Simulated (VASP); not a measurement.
# CdSe (F-43m) in VASP: a series of runs

Aim: see how the results for CdSe move with the level of theory and the settings. Levels: PBE, LDA. Tasks: single point.

Program: VASP 6.6.1. These are calculated values, not measurements. Logs are shortened: lines on timing, memory, paths and dates and some standing lists are left out, and cuts for length are marked.

## (1) The cell of the first run

It takes space group F-43m (No. 216, cubic). The conventional cell has a = 6.181 Å, b = 6.181 Å, c = 6.181 Å, α = 90.00°, β = 90.00°, γ = 90.00°. Within 3.5 Å of Cd (site symmetry -43m) lie 4 Se at 2.68 Å. Se (site symmetry -43m) has 4 Cd at 2.68 Å within 3.5 Å.

## (2) Single point, PBE, non-collinear spin, zero start, spin-orbit coupling

File INCAR:

```
PREC = Accurate
ENCUT = 520
EDIFF = 1E-6
ISMEAR = -1
SIGMA = 0.05
LREAL = F
LASPH = T
NELM = 150
ALGO = Normal
ISIF = 2
LWAVE = F
LCHARG = F
MAGMOM = 0 0 0 0 0 0
LORBIT = 11
LSORBIT = T
GGA_COMPAT = F
LORBMOM = T
GGA = PE
NBANDS = 30
```

File KPOINTS:

```
regular mesh
0
Gamma
  8 8 8
```

File POSCAR:

```
CdSe
1.0
    0.0000000000      3.0906047130      3.0906047130
    3.0906047130      0.0000000000      3.0906047130
    3.0906047130      3.0906047130      0.0000000000
Cd Se
1 1
Direct
    0.0000000000      0.0000000000      0.0000000000
    0.2500000000      0.2500000000      0.2500000000
```

Potentials or basis: VASP PAW PBE potentials, release 64 (Cd, Se).

Command:

```
$ cat potpaw_PBE.64/Cd/POTCAR potpaw_PBE.64/Se/POTCAR > POTCAR
$ mpirun -np 1 vasp_ncl > vasp.out
```

OUTCAR:

```text
PREC = Accurate
   ENCUT = 520
   EDIFF = 1E-6
   ISMEAR = -1
   LREAL = F
   LASPH = T
   NELM = 150
   ISIF = 2
   LORBIT = 11
   LSORBIT = T
   GGA = PE

 ion  position               nearest neighbor table
   1  0.000  0.000  0.000-   2 2.68   2 2.68   2 2.68   2 2.68
   2  0.250  0.250  0.250-   1 2.68   1 2.68   1 2.68   1 2.68

  LATTYP: Found a face centered cubic cell.
 ALAT       =     6.1812094260

  Lattice vectors:

 A1 = (   0.0000000000,   3.0906047130,   3.0906047130)
 A2 = (   3.0906047130,   0.0000000000,   3.0906047130)
 A3 = (   3.0906047130,   3.0906047130,   0.0000000000)

Analysis of symmetry for initial positions (statically):
=====================================================================
 Subroutine PRICEL returns:
 Original cell was already a primitive cell.

 Routine SETGRP: Setting up the symmetry group for a
 face centered cubic supercell.

 Subroutine GETGRP returns: Found 24 space group operations
 (whereof 24 operations were pure point group operations)
 out of a pool of 48 trial point group operations.

The static configuration has the point symmetry T_d .

Analysis of symmetry for dynamics (positions and initial velocities):
=====================================================================
 Subroutine PRICEL returns:
 Original cell was already a primitive cell.

 Routine SETGRP: Setting up the symmetry group for a
 face centered cubic supercell.

 Subroutine GETGRP returns: Found 24 space group operations
 (whereof 24 operations were pure point group operations)
 out of a pool of 48 trial point group operations.

The dynamic configuration has the point symmetry T_d .

Analysis of structural, dynamic, and magnetic symmetry:
=====================================================================
 Subroutine PRICEL returns:
 Original cell was already a primitive cell.

 Routine SETGRP: Setting up the symmetry group for a
 face centered cubic supercell.

 Subroutine GETGRP returns: Found 24 space group operations
 (whereof 24 operations were pure point group operations)
 out of a pool of 48 trial point group operations.

The overall configuration has the point symmetry T_d .

 Subroutine INISYM returns: Found 24 space group operations
 (whereof 24 operations are pure point group operations),
 and found     1 'primitive' translations

----------------------------------------------------------------------------------------

                                     Primitive cell

  volume of cell :      59.0419

  direct lattice vectors                    reciprocal lattice vectors
     0.000000000  3.090604713  3.090604713    -0.161780637  0.161780637  0.161780637
     3.090604713  0.000000000  3.090604713     0.161780637 -0.161780637  0.161780637
     3.090604713  3.090604713  0.000000000     0.161780637  0.161780637 -0.161780637

  length of vectors
     4.370775101  4.370775101  4.370775101     0.280212283  0.280212283  0.280212283

  position of ions in fractional coordinates (direct lattice)
     0.000000000  0.000000000  0.000000000
     0.250000000  0.250000000  0.250000000

  ion indices of the primitive-cell ions
   primitive index   ion index
                 1           1
                 2           2

----------------------------------------------------------------------------------------

 KPOINTS: regular mesh

Automatic generation of k-mesh.
 Grid dimensions read from file:
 generate k-points for:    8    8    8

 Generating k-lattice:

  Cartesian coordinates                     Fractional coordinates (reciprocal lattice)
    -0.020222580  0.020222580  0.020222580     0.125000000  0.000000000  0.000000000
     0.020222580 -0.020222580  0.020222580     0.000000000  0.125000000  0.000000000
     0.020222580  0.020222580 -0.020222580     0.000000000  0.000000000  0.125000000

  Length of vectors
     0.035026535  0.035026535  0.035026535

  Shift w.r.t. Gamma in fractional coordinates (k-lattice)
     0.000000000  0.000000000  0.000000000

 Subroutine IBZKPT returns following result:
 ===========================================

 Found     43 irreducible k-points:

 Following reciprocal coordinates:
            Coordinates               Weight
  0.000000  0.000000  0.000000      1.000000
  0.125000  0.000000  0.000000      4.000000
 -0.125000  0.000000  0.000000      4.000000
  0.250000  0.000000  0.000000      4.000000
 -0.250000  0.000000  0.000000      4.000000
  0.375000  0.000000  0.000000      4.000000
[... 39 lines left out ...]
   EDIFFG = 0.1E-04   stopping-criterion for IOM
   NSW    =      0    number of steps for IOM
   IBRION =     -1    ionic relax: 0-MD 1-quasi-New 2-CG
   NFREE  =      0    steps in history (QN), initial steepest desc. (CG)
   ISIF   =      2    stress and relaxation
   ISYM   =      2    0-nonsym 1-usesym 2-fastsym
   POTIM  = 0.5000    time-step for ionic-motion
   TEBEG  =    0.0;   TEEND  =   0.0 temperature during run
   PSTRESS=    0.0 pullay stress
   NELECT =      18.0000    total number of electrons
   NUPDOWN=      -1.0000    fix difference up-down
   EMIN   =  10.00;   EMAX   =-10.00  energy-range for DOS
   EFERMI =   0.00;   METHOD = LEGACY
   ISMEAR =    -1;   SIGMA  =   0.05  broadening in eV -4-tet -1-fermi 0-gaus
   EFERMI_NEDOS =   21; number of points for ismear=-14 and -15
   IALGO  =     38    algorithm
   IMIX   =      4    mixing-type and parameters
     AMIX     =   0.40;   BMIX     =  1.00
     AMIX_MAG =   1.60;   BMIX_MAG =  1.00
  volume/ion in A,a.u.               =      29.52       199.22
  Fermi-wavevector in a.u.,A,eV,Ry     =   1.101824  2.082145 16.517690  1.214016
  Thomas-Fermi vector in A             =   2.238257
   LORBIT       =     11    0 simple, 1 ext, 2 COOP (PROOUT), +10 PAW based schemes
   GGA     = PE    functional components
   LHFCALC =     F    Hartree Fock is set to
   AEXX    =    0.0000 exact exchange contribution
   IVDW    =     0    specifies the selected vdW correction
   LEPSILON=     F    determine dielectric tensor
   LRPA    =     F    only Hartree local field effects (RPA)
  energy-cutoff  :      520.00
  volume of cell :       59.04
 maximum number of plane-waves:      3278
 NGX is ok and might be reduce to    36
   NGX = 17   NGY = 17   NGZ = 17

 number of electron      17.9999999 magnetization       0.0000000      0.0000000     -0.0000000

 number of electron      17.9999999 magnetization       0.0000000     -0.0000000     -0.0000000

 number of electron      17.9999999 magnetization       0.0000000      0.0000000      0.0000000

 Free energy of the ion-electron system (eV)
  ---------------------------------------------------
  ext. energy  EPLUGINS =         0.00000000
  ---------------------------------------------------
  free energy    TOTEN  =        -5.54673490 eV

  energy without entropy =       -5.54666448  energy(sigma->0) =       -5.54669969

 E-fermi :   0.9098     XC(G=0):  -8.6679

 val. band max:        0.6875988874   @ k =   0.0000   0.0000   0.0000
 cond. band min:       1.0773195443   @ k =   0.0000   0.0000   0.0000
 fundamental gap:      0.3897206569
 Fermi energy:         0.9098181588

 k-point     1 :       0.0000    0.0000    0.0000
  band No.  band energies     occupation
      1     -11.7645      1.00000
      2     -11.7645      1.00000
      3      -7.5113      1.00000
      4      -7.5113      1.00000
      5      -7.5113      1.00000
      6      -7.5113      1.00000
[... 781 lines left out ...]
     29      12.7674      0.00000
     30      12.7803      0.00000

 [... further k-points ...]

------------------------ aborting loop because EDIFF is reached ----------------------------------------

  FORCE on cell =-STRESS in cart. coord.  units (eV):
  Direction    XX          YY          ZZ          XY          YZ          ZX
  --------------------------------------------------------------------------------------
  -------------------------------------------------------------------------------------
  Total        0.2108650      0.2108650      0.2108650     -0.0000000      0.0000000     -0.0000000
  in kB        5.7220914      5.7220914      5.7220914     -0.0000000      0.0000000     -0.0000000
  external PRESSURE =       5.7220914 kB  Pullay stress =       0.0000000 kB

 VOLUME and BASIS-vectors are now :
 -----------------------------------------------------------------------------
  energy-cutoff  :      520.00
  volume of cell :       59.04
      direct lattice vectors                 reciprocal lattice vectors
     0.000000000  3.090604713  3.090604713    -0.161780637  0.161780637  0.161780637
     3.090604713  0.000000000  3.090604713     0.161780637 -0.161780637  0.161780637
     3.090604713  3.090604713  0.000000000     0.161780637  0.161780637 -0.161780637

 POSITION                                       TOTAL-FORCE (eV/Angst)
 -----------------------------------------------------------------------------------
      0.00000      0.00000      0.00000         0.000000      0.000000      0.000000
      1.54530      1.54530      1.54530        -0.000000     -0.000000     -0.000000
 -----------------------------------------------------------------------------------
    total drift:                                0.000000      0.000000      0.000000

  FREE ENERGIE OF THE ION-ELECTRON SYSTEM (eV)
  ---------------------------------------------------
  free  energy   TOTEN  =        -5.5467348954 eV

  energy  without entropy=       -5.5466644781  energy(sigma->0) =       -5.54669969

 orbital moment (x)

 # of ion     p       d       tot
 ----------------------------------------
  1         0.000   0.000   0.000
  2        -0.000  -0.000  -0.000
 ----------------------------------------
           -0.000   0.000   0.000

 orbital moment (y)

 # of ion     p       d       tot
 ----------------------------------------
  1        -0.000  -0.000  -0.000
  2         0.000  -0.000   0.000
 ----------------------------------------
            0.000  -0.000  -0.000

 orbital moment (z)

 # of ion     p       d       tot
 ----------------------------------------
  1        -0.000   0.000  -0.000
  2         0.000   0.000   0.000
 ----------------------------------------
           -0.000   0.000  -0.000

 Spin-Orbit-Coupling matrix elements

 Ion:    1  E_soc:     -0.0571118
 l=   1
     0.0000000    -0.0025830    -0.0025830
    -0.0025830     0.0000000    -0.0025830
    -0.0025830    -0.0025830     0.0000000
 l=   2
     0.0000000    -0.0014033     0.0000000    -0.0014033    -0.0055324
    -0.0014033     0.0000000    -0.0041493    -0.0014033    -0.0013831
     0.0000000    -0.0041493     0.0000000    -0.0041493     0.0000000
    -0.0014033    -0.0014033    -0.0041493     0.0000000    -0.0013831
    -0.0055324    -0.0013831     0.0000000    -0.0013831     0.0000000
 l=   3
     0.0000000     0.0000000     0.0000000     0.0000000     0.0000000     0.0000000     0.0000000
     0.0000000     0.0000000     0.0000000     0.0000000     0.0000000     0.0000000     0.0000000
     0.0000000     0.0000000     0.0000000     0.0000000     0.0000000     0.0000000     0.0000000
     0.0000000     0.0000000     0.0000000     0.0000000     0.0000000     0.0000000     0.0000000
     0.0000000     0.0000000     0.0000000     0.0000000     0.0000000     0.0000000     0.0000000
     0.0000000     0.0000000     0.0000000     0.0000000     0.0000000     0.0000000     0.0000000
     0.0000000     0.0000000     0.0000000     0.0000000     0.0000000     0.0000000     0.0000000

 Ion:    2  E_soc:     -0.0404329
 l=   1
     0.0000000    -0.0067322    -0.0067322
    -0.0067322     0.0000000    -0.0067322
    -0.0067322    -0.0067322     0.0000000
 l=   2
     0.0000000    -0.0000032     0.0000000    -0.0000032    -0.0000034
    -0.0000032     0.0000000    -0.0000026    -0.0000032    -0.0000009
     0.0000000    -0.0000026     0.0000000    -0.0000026     0.0000000
    -0.0000032    -0.0000032    -0.0000026     0.0000000    -0.0000009
    -0.0000034    -0.0000009     0.0000000    -0.0000009     0.0000000
 l=   3
     0.0000000     0.0000000     0.0000000     0.0000000     0.0000000     0.0000000     0.0000000
     0.0000000     0.0000000     0.0000000     0.0000000     0.0000000     0.0000000     0.0000000
     0.0000000     0.0000000     0.0000000     0.0000000     0.0000000     0.0000000     0.0000000
     0.0000000     0.0000000     0.0000000     0.0000000     0.0000000     0.0000000     0.0000000
     0.0000000     0.0000000     0.0000000     0.0000000     0.0000000     0.0000000     0.0000000
     0.0000000     0.0000000     0.0000000     0.0000000     0.0000000     0.0000000     0.0000000
     0.0000000     0.0000000     0.0000000     0.0000000     0.0000000     0.0000000     0.0000000

 total charge

# of ion       s       p       d       tot
------------------------------------------
    1        0.438   0.290   9.554  10.281
    2        1.446   2.371   0.019   3.836
--------------------------------------------------
tot          1.884   2.661   9.573  14.118

 magnetization (x)

# of ion       s       p       d       tot
------------------------------------------
    1       -0.000   0.000   0.000  -0.000
    2        0.000   0.000   0.000   0.000
--------------------------------------------------
tot         -0.000   0.000   0.000   0.000

 magnetization (y)

# of ion       s       p       d       tot
------------------------------------------
    1        0.000   0.000   0.000   0.000
    2        0.000   0.000   0.000   0.000
--------------------------------------------------
tot          0.000   0.000   0.000   0.000

 magnetization (z)

# of ion       s       p       d       tot
------------------------------------------
    1       -0.000  -0.000   0.000  -0.000
    2        0.000   0.000  -0.000   0.000
--------------------------------------------------
tot         -0.000   0.000   0.000  -0.000
```

It took 91 s on 1 thread of Intel Xeon Platinum 8559C (Emerald Rapids), shared host; peak memory 0.44 GiB.

Results:

```yaml
Free_energy: -5.5467 eV
Pressure: 0.6 GPa
Net_moment: 0.00 μB per cell
Valence_electrons_inside_the_program's_atomic_spheres: Cd 10.28; Se 3.84
```

Moments on the atoms (μB; x, y, z):
```
Cd  0.00 0.00 0.00
Se  0.00 0.00 0.00
```

(Part 1 of 2 ends here.)
